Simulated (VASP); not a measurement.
Wanted: the native input for a VASP 6.6.1 run.

```
Task                   : single point
Functional             : r2SCAN
Potentials or basis    : VASP PAW PBE potentials, release 64 (Cd)
Cutoff                 : 520 eV
k mesh                 : 13 × 13 × 13
Occupations            : fermi-dirac, width 0.1 eV
Spin                   : no spin polarisation
Dipole correction      : no
Further INCAR settings : ALGO = Normal; EDIFF = 1e-07; NBANDS = 12
```

Cd:

```
CELL_PARAMETERS angstrom
0.00000 2.28193 2.28193
2.28193 0.00000 2.28193
2.28193 2.28193 0.00000
ATOMIC_POSITIONS crystal
Cd 0.00000 0.00000 0.00000
```

This isn't the form of Cd at room conditions, which is hcp.

One way to write it, as run:

POSCAR

```
Cd
1.0
    0.0000000000      2.2819337634      2.2819337634
    2.2819337634      0.0000000000      2.2819337634
    2.2819337634      2.2819337634      0.0000000000
Cd
1
Direct
    0.0000000000      0.0000000000      0.0000000000
```

INCAR.step1

```
SYSTEM = Cd
ALGO     = Normal         ! electronic algorithm
EDIFF    = 1E-4           ! SCF threshold, eV
ENCUT    = 520            ! plane-wave cutoff, eV
GGA      = PE             ! functional
ISMEAR   = -1             ! smearing method
LASPH    = .True.         ! aspherical terms in the spheres
LCHARG   = .False.        ! write CHGCAR
LREAL    = .False.        ! projectors in reciprocal space
LWAVE    = .True.         ! write WAVECAR
NBANDS   = 12             ! bands
NELM     = 60             ! most SCF steps
PREC     = Accurate       ! precision mode
SIGMA    = 0.1            ! smearing width, eV
```

INCAR.step2

```
SYSTEM = Cd
ALGO     = Normal         ! electronic algorithm
EDIFF    = 1E-7           ! SCF threshold, eV
ENCUT    = 520            ! plane-wave cutoff, eV
ISIF     = 2              ! what is computed and relaxed
ISMEAR   = -1             ! smearing method
ISTART   = 1            
LASPH    = .True.         ! aspherical terms in the spheres
LCHARG   = .True.         ! write CHGCAR
LELF     = .True.         ! ELF
LMIXTAU  = .True.       
LREAL    = .False.        ! projectors in reciprocal space
LVHAR    = .True.       
LWAVE    = .False.        ! write WAVECAR
METAGGA  = R2SCAN         ! meta-GGA
NBANDS   = 12             ! bands
NELM     = 60             ! most SCF steps
PREC     = Accurate       ! precision mode
SIGMA    = 0.1            ! smearing width, eV
```

KPOINTS

```
k-points
0
Gamma
  13 13 13
  0 0 0
```

Potentials or basis: VASP PAW PBE potentials, release 64 (Cd).

Command:

```sh
$ cat potpaw_PBE.64/Cd/POTCAR > POTCAR
$ cp INCAR.step1 INCAR
$ mpirun -np 1 vasp_std > vasp.out
$ cp INCAR.step2 INCAR
$ mpirun -np 1 vasp_std > vasp.out
```

Results of the run:

| Quantity | Value |
| --- | --- |
| Pressure | -3.5 GPa |
| Band gap on the k mesh | zero (bands 6 and 7 overlap by 2.30 eV) |

Caveat: the cell stands under tension; the PAW data sets were made with another functional, which shifts forces and pressure a little.

Wall time 38 s on 1 thread of Intel(R) Xeon(R) Platinum 8488C (Sapphire Rapids), on a shared host, peak memory 0.16 GiB.
